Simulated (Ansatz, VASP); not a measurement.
**Ga3As3CO in VASP and in Ansatz**

Contents of INCAR:

```
PREC = Accurate ; ENCUT = 520
EDIFF = 1E-6 ; ISMEAR = 0
SIGMA = 0.05 ; LREAL = False
LASPH = True ; NELM = 60
ALGO = Normal ; ISIF = 2
LWAVE = False ; LCHARG = False
LDIPOL = True ; IDIPOL = 3
DIPOL = 0.5 0.5 0.330 ; GGA = PE
IVDW = 12 ; NBANDS = 42
```

Contents of KPOINTS:

```
Automatic mesh
0
Gamma
  7 5 1
```

File POSCAR:

```
Ga3As3CO
1.0
    4.0137031111      0.0000000000      0.0000000000
    0.0000000000      5.6762333751      0.0000000000
    0.0000000000      0.0000000000     23.3352699083
Ga As O C
3 3 1 1
Direct
    0.5000000000      0.5000000000      0.1714143447
    0.0000000000      0.0653835255      0.2680035048
    0.5000000000      0.4894639609      0.3228546357
    0.0000000000      0.2500000000      0.1714143447
    0.5000000000      0.8102208698      0.2504948966
    0.0000000000      0.2887573198      0.3593388866
    0.1666666667      0.2887573198      0.5221825141
    0.1666666667      0.2887573198      0.5714641382
```

Input for Ansatz:

```yaml
crystal:
  lattice:
    - [4.0137031111, 0.0, 0.0]
    - [0.0, 5.6762333751, 0.0]
    - [0.0, 0.0, 23.3352699083]
  atoms:
    - { symbol: Ga, position: [0.5, 0.5, 0.1714143447] }
    - { symbol: As, position: [0.0, 0.25, 0.1714143447] }
    - { symbol: Ga, position: [0.0, 0.0653835255, 0.2680035048] }
    - { symbol: As, position: [0.5, 0.8102208698, 0.2504948966] }
    - { symbol: Ga, position: [0.5, 0.4894639609, 0.3228546357] }
    - { symbol: As, position: [0.0, 0.2887573198, 0.3593388866] }
    - { symbol: O, position: [0.1666666667, 0.2887573198, 0.5221825141] }
    - { symbol: C, position: [0.1666666667, 0.2887573198, 0.5714641382] }
basis:
  ecutwfc: 420
kpoints:
  mp_grid: { grid: [7, 5, 1] }
hamiltonian:
  xc: pbe
  pseudopotentials: { kind: paw, azcp: { folder: soft_1 } }
  dispersion: d3bj
scf:
  occupations: { method: gaussian, width: 0.05 }
output:
  forces: true
  eigenvalues: true
efield:
  axis: 3
  dipole_correction: true
  ramp_width: 0.04
```

Alike in both runs: task single point; functional PBE; dispersion D3(BJ); k mesh 7 × 5 × 1; occupations gaussian, width 0.05 eV; no spin polarisation.

|  | VASP | Ansatz |
| --- | --- | --- |
| version | VASP 6.6.1 | Ansatz 0.2.0 |
| potentials or method | VASP PAW PBE potentials, release 64 (Ga_d, As, O, C), cutoff 520 eV | scalar-relativistic, plane waves, PAW |
| valence electrons in the cell | 64 | 94 |

|  | VASP | Ansatz | Ansatz less VASP |
| --- | --- | --- | --- |
| gap on the k mesh at the Fermi level (eV) | 0.40 | 0.41 | +0.008 |
| least direct gap on the mesh (eV) | 0.75 | 0.75 | +0.003 |
| rms of the force components (eV/Å) | 0.380 | 0.547 | +0.1665 |

One of these differences is far larger than is usual between the two programs; its cause wasn't traced. VASP's potentials hold 64 valence electrons a cell and Ansatz's 94, so a difference there can come from the potentials and not from the codes.

Noted on VASP's run: the standard files for N, O and F lose accuracy on very short bonds.
